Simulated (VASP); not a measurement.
# Ga2O3 (P1) in VASP: single point with PBE

Aim: the single point of Ga2O3 with PBE.

Program: VASP 6.6.1. These are calculated values, not measurements. Logs are shortened: lines on timing, memory, paths and dates and some standing lists are left out, and cuts for length are marked.

### 1 The cell of the first run

The typed cell holds 10 atoms: a = 5.399 Å, b = 5.399 Å, c = 5.399 Å, α = 55.86°, β = 55.86°, γ = 55.86°.

### 2 Single point, PBE (atom 1 (Ga) moved +0.075 Å along Cartesian [1 1 0])

File INCAR:

```
SYSTEM = Ga2O3
PREC = Accurate ; ENCUT = 520
EDIFF = 1E-6 ; ISMEAR = 0
SIGMA = 0.05 ; LREAL = .FALSE.
LASPH = .TRUE. ; NELM = 100
ALGO = Normal ; ISIF = 2
LWAVE = .FALSE. ; LCHARG = .FALSE.
GGA = PE ; NBANDS = 55
```

File KPOINTS:

```
Automatic mesh
0
G
  6 6 6
  0 0 0
```

File POSCAR:

```
Ga2O3
1.0
    2.5287245564      1.4599598033      4.5410352127
   -2.5287245564      1.4599598033      4.5410352127
    0.0000000000     -2.9199196066      4.5410352127
Ga O
4 6
Direct
    0.3724090351      0.3514367989      0.3437604277
    0.1441312461      0.1441312461      0.1441312461
    0.6441312461      0.6441312461      0.6441312461
    0.8558687539      0.8558687539      0.8558687539
    0.5531733332      0.9468266668      0.2500000000
    0.2500000000      0.5531733332      0.9468266668
    0.9468266668      0.2500000000      0.5531733332
    0.4468266668      0.0531733332      0.7500000000
    0.7500000000      0.4468266668      0.0531733332
    0.0531733332      0.7500000000      0.4468266668
```

Potentials or basis: VASP PAW PBE potentials, release 64 (Ga_d, O).

Started as:

```console
> cat potpaw_PBE.64/Ga_d/POTCAR potpaw_PBE.64/O/POTCAR > POTCAR
> mpirun -np 1 vasp_std > vasp.out
```

OUTCAR:

```text
SYSTEM = Ga2O3
   PREC = Accurate
   ENCUT = 520
   EDIFF = 1E-6
   ISMEAR = 0
   LREAL = .FALSE.
   LASPH = .TRUE.
   NELM = 100
   ISIF = 2
   GGA = PE

 ion  position               nearest neighbor table
   1  0.372  0.351  0.344-   9 1.89   8 1.97  10 2.00   5 2.07   6 2.09   7 2.16   2 2.89
   2  0.144  0.144  0.144-  10 1.95   8 1.95   9 1.95   7 2.11   6 2.11   5 2.11   1 2.89
   3  0.644  0.644  0.644-   6 1.95   5 1.95   7 1.95   9 2.11  10 2.11   8 2.11   4 2.88
   4  0.856  0.856  0.856-   7 1.95   5 1.95   6 1.95   9 2.11  10 2.11   8 2.11   3 2.88
   5  0.553  0.947  0.250-   3 1.95   4 1.95   1 2.07   2 2.11
   6  0.250  0.553  0.947-   3 1.95   4 1.95   1 2.09   2 2.11
   7  0.947  0.250  0.553-   4 1.95   3 1.95   2 2.11   1 2.16
   8  0.447  0.053  0.750-   2 1.95   1 1.97   3 2.11   4 2.11
   9  0.750  0.447  0.053-   1 1.89   2 1.95   3 2.11   4 2.11
  10  0.053  0.750  0.447-   2 1.95   1 2.00   3 2.11   4 2.11

  LATTYP: Found a trigonal (rhomboedric) cell.
 ALAT       =     5.3987898007
 COS(alpha) =     0.5612266819

  Lattice vectors:

 A1 = (   2.5287245564,   1.4599598033,   4.5410352127)
 A2 = (  -2.5287245564,   1.4599598033,   4.5410352127)
 A3 = (   0.0000000000,  -2.9199196066,   4.5410352127)

Analysis of symmetry for initial positions (statically):
=====================================================================
 Subroutine PRICEL returns:
 Original cell was already a primitive cell.

 Routine SETGRP: Setting up the symmetry group for a
 trigonal (rhombohedral) supercell.

 Subroutine GETGRP returns: Found  1 space group operations
 (whereof  1 operations were pure point group operations)
 out of a pool of 12 trial point group operations.

The static configuration has the point symmetry C_1 .

Analysis of symmetry for dynamics (positions and initial velocities):
=====================================================================
 Subroutine PRICEL returns:
 Original cell was already a primitive cell.

 Routine SETGRP: Setting up the symmetry group for a
 trigonal (rhombohedral) supercell.

 Subroutine GETGRP returns: Found  1 space group operations
 (whereof  1 operations were pure point group operations)
 out of a pool of 12 trial point group operations.

The dynamic configuration has the point symmetry C_1 .

 Subroutine INISYM returns: Found  1 space group operations
 (whereof  1 operations are pure point group operations),
 and found     1 'primitive' translations

----------------------------------------------------------------------------------------

                                     Primitive cell

  volume of cell :     100.5885

  direct lattice vectors                    reciprocal lattice vectors
     2.528724556  1.459959803  4.541035213     0.197728139  0.114158394  0.073404701
    -2.528724556  1.459959803  4.541035213    -0.197728139  0.114158394  0.073404701
     0.000000000 -2.919919607  4.541035213     0.000000000 -0.228316788  0.073404701

  length of vectors
     5.398789801  5.398789801  5.398789801     0.239826617  0.239826617  0.239826617

  position of ions in fractional coordinates (direct lattice)
     0.372409035  0.351436799  0.343760428
     0.144131246  0.144131246  0.144131246
     0.644131246  0.644131246  0.644131246
     0.855868754  0.855868754  0.855868754
     0.553173333  0.946826667  0.250000000
     0.250000000  0.553173333  0.946826667
     0.946826667  0.250000000  0.553173333
     0.446826667  0.053173333  0.750000000
     0.750000000  0.446826667  0.053173333
     0.053173333  0.750000000  0.446826667

  ion indices of the primitive-cell ions
   primitive index   ion index
                 1           1
                 2           2
                 3           3
                 4           4
                 5           5
                 6           6
                 7           7
                 8           8
                 9           9
                10          10

----------------------------------------------------------------------------------------

 KPOINTS: Automatic mesh

Automatic generation of k-mesh.
 Grid dimensions read from file:
 generate k-points for:    6    6    6

 Generating k-lattice:

  Cartesian coordinates                     Fractional coordinates (reciprocal lattice)
     0.032954690  0.019026399  0.012234117     0.166666667  0.000000000  0.000000000
    -0.032954690  0.019026399  0.012234117     0.000000000  0.166666667  0.000000000
     0.000000000 -0.038052798  0.012234117     0.000000000  0.000000000  0.166666667

  Length of vectors
     0.039971103  0.039971103  0.039971103

  Shift w.r.t. Gamma in fractional coordinates (k-lattice)
     0.000000000  0.000000000  0.000000000

 Subroutine IBZKPT returns following result:
 ===========================================

 Found    112 irreducible k-points:

 Following reciprocal coordinates:
            Coordinates               Weight
  0.000000  0.000000  0.000000      1.000000
  0.166667  0.000000 -0.000000      2.000000
  0.000000  0.166667 -0.000000      2.000000
 -0.000000 -0.000000  0.166667      2.000000
  0.333333  0.000000 -0.000000      2.000000
  0.000000  0.333333 -0.000000      2.000000
[... 16 lines left out ...]
 -0.166667  0.500000  0.000000      2.000000
  0.166667  0.000000  0.500000      2.000000
 [... further k-points ...]
   k-points           NKPTS =    112   k-points in BZ     NKDIM =    112   number of bands    NBANDS=     55
   number of dos      NEDOS =    301   number of ions     NIONS =     10
   total plane-waves  NPLWV =  64000
   dimension x,y,z NGX =    40 NGY =   40 NGZ =   40
   dimension x,y,z NGXF=    80 NGYF=   80 NGZF=   80
   ions per type =               4   6
   NGX,Y,Z   is equivalent  to a cutoff of  12.32, 12.32, 12.32 a.u.
   NGXF,Y,Z  is equivalent  to a cutoff of  24.63, 24.63, 24.63 a.u.
 SYSTEM =  Ga2O3
   PREC   = accura    normal or accurate (medium, high low for compatibility)
   ISTART =      0    job   : 0-new  1-cont  2-samecut
   ICHARG =      2    charge: 1-file 2-atom 10-const
   ISPIN  =      1    spin polarized calculation?
   LNONCOLLINEAR =      F non collinear calculations
   LSORBIT =      F    spin-orbit coupling
   LASPH  =      T    aspherical Exc in radial PAW
   ENCUT  =  520.0 eV  38.22 Ry    6.18 a.u.  10.04 10.04 10.04*2*pi/ulx,y,z
   NELM   =    100;   NELMIN=  2; NELMDL= -5     # of ELM steps
   EDIFF  = 0.1E-05   stopping-criterion for ELM
   LREAL  =      F    real-space projection
[... 7 lines left out ...]
   TEBEG  =    0.0;   TEEND  =   0.0 temperature during run
   PSTRESS=    0.0 pullay stress
   NELECT =      88.0000    total number of electrons
   NUPDOWN=      -1.0000    fix difference up-down
   EMIN   =  10.00;   EMAX   =-10.00  energy-range for DOS
   EFERMI =   0.00;   METHOD = LEGACY
   ISMEAR =     0;   SIGMA  =   0.05  broadening in eV -4-tet -1-fermi 0-gaus
   EFERMI_NEDOS =   21; number of points for ismear=-14 and -15
   IALGO  =     38    algorithm
   IMIX   =      4    mixing-type and parameters
     AMIX     =   0.40;   BMIX     =  1.00
     AMIX_MAG =   1.60;   BMIX_MAG =  1.00
  volume/ion in A,a.u.               =      10.06        67.88
  Fermi-wavevector in a.u.,A,eV,Ry     =   1.565740  2.958819 33.355234  2.451541
  Thomas-Fermi vector in A             =   2.668171
   LORBIT       =      0    0 simple, 1 ext, 2 COOP (PROOUT), +10 PAW based schemes
   GGA     = PE    functional components
   LHFCALC =     F    Hartree Fock is set to
   AEXX    =    0.0000 exact exchange contribution
   IVDW    =     0    specifies the selected vdW correction
   LEPSILON=     F    determine dielectric tensor
   LRPA    =     F    only Hartree local field effects (RPA)
 non-spin polarized calculation
 Gauss-broadening in eV      SIGMA  =   0.05
  energy-cutoff  :      520.00
  volume of cell :      100.59
 maximum number of plane-waves:      2730
   NGX = 21   NGY = 21   NGZ = 21

 number of electron      87.9999997 magnetization

 Free energy of the ion-electron system (eV)
  ---------------------------------------------------
  ext. energy  EPLUGINS =         0.00000000
  ---------------------------------------------------
  free energy    TOTEN  =       -59.35010886 eV

  energy without entropy =      -59.35010886  energy(sigma->0) =      -59.35010886

 E-fermi :   4.3848     XC(G=0): -11.9625

 val. band max:        4.1323433150   @ k =   0.0000  -0.1667   0.1667
 cond. band min:       6.4985083538   @ k =   0.0000   0.0000   0.0000
 fundamental gap:      2.3661650389
 Fermi energy:         4.3848495772

 k-point     1 :       0.0000    0.0000    0.0000
  band No.  band energies     occupation
      1     -14.5920      2.00000
      2     -12.9058      2.00000
      3     -12.7868      2.00000
      4     -12.6858      2.00000
      5     -12.5737      2.00000
      6     -12.5442      2.00000
[... 47 lines left out ...]
     54      15.0786      0.00000
     55      16.0675      0.00000

 k-point     2 :       0.1667    0.0000   -0.0000
  band No.  band energies     occupation
      1     -14.4749      2.00000
      2     -12.9627      2.00000
      3     -12.8094      2.00000
      4     -12.7191      2.00000
      5     -12.6303      2.00000
      6     -12.5383      2.00000
[... 47 lines left out ...]
     54      15.6541      0.00000
     55      15.8955      0.00000

 k-point     3 :       0.0000    0.1667   -0.0000
  band No.  band energies     occupation
      1     -14.4756      2.00000
      2     -12.9608      2.00000
      3     -12.8167      2.00000
      4     -12.7199      2.00000
      5     -12.5937      2.00000
      6     -12.5666      2.00000
[... 1152 lines left out ...]
 k-point    23 :      -0.1667    0.5000    0.0000
  band No.  band energies     occupation
      1     -13.8091      2.00000
      2     -13.4790      2.00000
      3     -12.9072      2.00000
      4     -12.7707      2.00000
      5     -12.7102      2.00000
      6     -12.6054      2.00000
[... 47 lines left out ...]
     54      15.8560      0.00000
     55      16.1022      0.00000

 k-point    24 :       0.1667    0.0000    0.5000
  band No.  band energies     occupation
      1     -13.8072      2.00000
      2     -13.4454      2.00000
      3     -12.9315      2.00000
      4     -12.8765      2.00000
      5     -12.6829      2.00000
      6     -12.5409      2.00000
[... 47 lines left out ...]
     54      15.8545      0.00000
     55      16.0206      0.00000

 [... further k-points ...]
[... 5 lines left out ...]
  --------------------------------------------------------------------------------------
  -------------------------------------------------------------------------------------
  Total        0.2313321      1.2466854      0.6155886     -0.0475289      0.3338968      0.4236799
  in kB        3.6846641     19.8572413      9.8051125     -0.7570416      5.3183183      6.7483863
  external PRESSURE =      11.1156726 kB  Pullay stress =       0.0000000 kB

 VOLUME and BASIS-vectors are now :
 -----------------------------------------------------------------------------
  energy-cutoff  :      520.00
  volume of cell :      100.59
      direct lattice vectors                 reciprocal lattice vectors
     2.528724556  1.459959803  4.541035213     0.197728139  0.114158394  0.073404701
    -2.528724556  1.459959803  4.541035213    -0.197728139  0.114158394  0.073404701
     0.000000000 -2.919919607  4.541035213     0.000000000 -0.228316788  0.073404701

 POSITION                                       TOTAL-FORCE (eV/Angst)
 -----------------------------------------------------------------------------------
      0.05303      0.05303      4.84804        -0.770995     -0.877239     -0.044904
      0.00000      0.00000      1.96352         0.066231     -0.071491      0.001293
      0.00000      0.00000      8.77507         0.192134      0.210858     -0.011161
      0.00000      0.00000     11.65959        -0.029397      0.227163      0.004180
     -0.99544      1.45996      7.94681         0.049968      0.046048     -0.011773
     -0.76664     -1.59206      7.94681         0.051769      0.009586     -0.008100
      1.76208      0.13210      7.94681         0.012845      0.014917     -0.005256
      0.99544     -1.45996      5.67629         0.032926      0.057408     -0.033148
      0.76664      1.59206      5.67629         0.187428      0.341229      0.191027
     -1.76208     -0.13210      5.67629         0.207091      0.041521     -0.082158
 -----------------------------------------------------------------------------------
    total drift:                               -0.000629     -0.000146     -0.000032

  FREE ENERGIE OF THE ION-ELECTRON SYSTEM (eV)
  ---------------------------------------------------
  free  energy   TOTEN  =       -59.3501088629 eV

  energy  without entropy=      -59.3501088629  energy(sigma->0) =      -59.35010886
```

Wall time 13 min (1 thread of Intel Xeon 8259CL, shared host); peak memory 0.55 GiB.

What came out:

| Item | Value |
| --- | --- |
| Free energy | -59.3501 eV |
| Pressure | 1.1 GPa |
| Largest force | 1.169 eV/Å |
| Band gap on the k mesh | 2.37 eV (least direct gap 2.57 eV) |

Forces on the atoms (eV/Å):
```
Ga  -0.771 -0.877 -0.045
Ga   0.066 -0.071  0.001
Ga   0.192  0.211 -0.011
Ga  -0.029  0.227  0.004
O    0.050  0.046 -0.012
O    0.052  0.010 -0.008
O    0.013  0.015 -0.005
O    0.033  0.057 -0.033
O    0.187  0.341  0.191
O    0.207  0.042 -0.082
```

Levels at points of the mesh, in eV from the valence-band top:
```tsv
k point	band 41	band 42	band 43	band 44	band 45	band 46	band 47	band 48
(0.00, 0.00, 0.00)	-0.35	-0.31	-0.25	-0.21	2.37	6.28	6.53	8.48
(0.50, 0.00, 0.00)	-0.94	-0.89	-0.20	-0.15	5.97	6.00	6.33	6.34
(0.00, 0.50, 0.00)	-1.02	-1.01	-0.17	-0.14	5.97	5.97	6.35	6.37
(0.00, 0.00, 0.50)	-0.96	-0.90	-0.19	-0.13	5.96	6.00	6.32	6.35
(0.50, 0.50, 0.00)	-0.81	-0.73	-0.27	-0.18	6.09	6.29	7.18	7.24
(0.50, 0.00, 0.50)	-0.87	-0.63	-0.31	-0.16	6.11	6.31	7.22	7.24
(0.00, 0.50, 0.50)	-0.82	-0.78	-0.26	-0.15	6.07	6.34	7.19	7.23
(0.50, 0.50, 0.50)	-0.33	-0.33	-0.30	-0.30	5.44	5.45	7.45	7.45
```

Caveat: the cell differs from its parent crystal (atom 1 (Ga) moved +0.075 Å along Cartesian [1 1 0]); forces of over 1 eV/Å act on the atoms, so gaps and moduli don't describe the material at rest. A k mesh can miss the band edges.
